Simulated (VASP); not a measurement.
CdS: single point with PBE

The system is CdS.

```
Cd S
1.0
     0.00000    2.91000    2.91000
     2.91000    0.00000    2.91000
     2.91000    2.91000    0.00000
Cd S
1 1
Direct
  0.00000 0.00000 0.00000
  0.75000 0.75000 0.75000
```

```
Program                : VASP 6.6.1
Task                   : single point
Functional             : PBE
Potentials or basis    : VASP PAW PBE potentials, release 64 (Cd, S)
Cutoff                 : 520 eV
k mesh                 : 9 × 9 × 9
Occupations            : fermi-dirac, width 0.03 eV
Spin                   : non-collinear spin, zero start, spin-orbit coupling
Starting moments       : [[0.0, 0.0, 0.0], [0.0, 0.0, 0.0]] μB
Dipole correction      : no
Further INCAR settings : ALGO = Normal; EDIFF = 1e-07; NBANDS = 30
```

| Item | Value |
| --- | --- |
| Pressure | 3.6 GPa |
| Net moment | 0.00 μB per cell |
| Valence electrons inside the program's atomic spheres | Cd 10.32; S 3.73 |

Moments on the atoms (μB; x, y, z):
```
Cd  0.00 0.00 0.00
S   0.00 0.00 0.00
```

Run time: 84 s on 1 thread of AMD EPYC 9R45 96-Core Processor (Zen 5), with other jobs on the host, peak memory 0.34 GiB.
